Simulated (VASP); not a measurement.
Wanted: the native input for a VASP 6.6.1 run.

* Task: single point
* Functional: PBEsol
* Potentials or basis: VASP PAW PBE potentials, release 64 (Cu)
* Cutoff: 520 eV
* k mesh: 18 × 18 × 18
* Occupations: fermi-dirac, width 0.1 eV
* Spin: no spin polarisation
* Dipole correction: no
* Further INCAR settings: ALGO = Normal; EDIFF = 1e-06; NBANDS = 12

The structure of Cu lies in POSCAR:

```
Cu
1.0
    0.0000000000      1.4599530646      1.4599530646
    1.4599530646      0.0000000000      1.4599530646
    1.4599530646      1.4599530646      0.0000000000
Cu
1
Direct
    0.0000000000      0.0000000000      0.0000000000
```

This cell differs from its parent crystal: volume scaled by 0.55.

The input as run:

INCAR

```
ALGO = Normal ; EDIFF = 1E-6
ENCUT = 520 ; GGA = PS
ISIF = 2 ; ISMEAR = -1
LASPH = T ; LCHARG = F
LREAL = F ; LWAVE = F
NBANDS = 12 ; NELM = 100
PREC = Accurate ; SIGMA = 0.1
```

KPOINTS

```
k-points
0
Gamma
  18 18 18
```

Potentials or basis: VASP PAW PBE potentials, release 64 (Cu).

Launch:

```sh
$ cat potpaw_PBE.64/Cu/POTCAR > POTCAR
$ mpirun -np 1 vasp_std > vasp.out
```

It gave:

```json
{
 "Pressure": "439.3 GPa"
}
```

Caveat: the PAW data sets were made with another functional, which shifts forces and pressure a little.

It took 4.8 s on 1 thread of Intel Xeon 6975P-C (shared host), peak memory 0.12 GiB.
